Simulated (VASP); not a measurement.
A run of VASP 6.6.1 is set up as follows.

Contents of INCAR:

```
PREC     = Accurate       # precision mode
ENCUT    = 520            # plane-wave cutoff, eV
EDIFF    = 1E-6           # SCF threshold, eV
ISMEAR   = 0              # smearing method
SIGMA    = 0.01           # smearing width, eV
LREAL    = False          # projectors in reciprocal space
LASPH    = True           # aspherical terms in the spheres
NELM     = 80             # most SCF steps
ALGO     = Normal         # electronic algorithm
ISIF     = 2              # what is computed and relaxed
LWAVE    = False          # write WAVECAR
LCHARG   = False          # write CHGCAR
NBANDS   = 28             # bands
```

File KPOINTS:

```
Automatic mesh
0
Gamma
  3 2 3
```

Contents of POSCAR:

```
SnO
1.0
    3.3550050000      0.0000000000      0.0000000000
    0.0000000000      5.6741040000      0.0000000000
    0.0000000000      0.0000000000      4.2219700000
Sn O
2 2
Direct
   -0.0024587173      0.2288975089      0.5053714162
    0.4990199424      0.7759995377      0.0048789005
   -0.0025418613      0.9072279367      0.7487749829
    0.4969868122      0.0973331384      0.2505027262
```

Potentials or basis: VASP PAW LDA potentials, release 64 (Sn_d, O).

Run with:

```bash
$ cat potpaw_LDA.64/Sn_d/POTCAR potpaw_LDA.64/O/POTCAR > POTCAR
$ mpirun -np 1 vasp_std > vasp.out
```

Question: What does it give for the pressure?

Answer: -1.7 GPa.

Question: Predict the largest force.

Answer: 0.060 eV/Å.

Question: Predict the band gap on the k mesh.

Answer: 1.55 eV, indirect (least direct gap 2.26 eV).

Forces in eV/Å, atoms in the order of the input:
```
Sn  -0.010  0.055 -0.022
Sn  -0.036 -0.037 -0.021
O    0.027 -0.008  0.050
O    0.018 -0.010 -0.007
```

Caveat: the k points lie up to 0.62 Å⁻¹ apart; spin-orbit coupling is left out, which moves the levels of the heavy elements. A k mesh can miss the band edges.
